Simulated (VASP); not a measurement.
Here is a VASP 6.6.1 calculation.

Contents of POSCAR:

```
InPd
1.0
    3.2670047909      0.0000000000      0.0000000000
    0.0000000000      3.2670047909      0.0000000000
    0.0000000000      0.0000000000      3.2670047909
In Pd
1 1
Direct
    0.0000000000      0.0000000000      0.0000000000
    0.5000000000      0.5000000000      0.5000000000
```

INCAR.step1

```
ALGO = Normal ; EDIFF = 1E-5
ENCUT = 550 ; GGA = PE
GGA_COMPAT = F ; ISMEAR = 0
LASPH = T ; LCHARG = F
LREAL = F ; LWAVE = T
NBANDS = 18 ; NELM = 120
PREC = Accurate ; SIGMA = 0.05
```

Contents of INCAR.step2:

```
ALGO = Normal ; EDIFF = 1E-6
ENCUT = 550 ; GGA_COMPAT = F
ISIF = 2 ; ISMEAR = 0
ISTART = 1 ; LASPH = T
LCHARG = T ; LELF = T
LMIXTAU = T ; LREAL = F
LVHAR = T ; LWAVE = F
METAGGA = R2SCAN ; NBANDS = 18
NELM = 120 ; PREC = Accurate
SIGMA = 0.05
```

KPOINTS

```
k-points
0
Gamma
  8 8 8
```

Potentials or basis: VASP PAW PBE potentials, release 64 (In_d, Pd).

Launch:

```console
$ cat potpaw_PBE.64/In_d/POTCAR potpaw_PBE.64/Pd/POTCAR > POTCAR
$ cp INCAR.step1 INCAR
$ mpirun -np 1 vasp_std > vasp.out
$ cp INCAR.step2 INCAR
$ mpirun -np 1 vasp_std > vasp.out
```

Q: Estimate the pressure.

A: 0.6 GPa.

Caveat: the PAW data sets were made with another functional, which shifts forces and pressure a little.
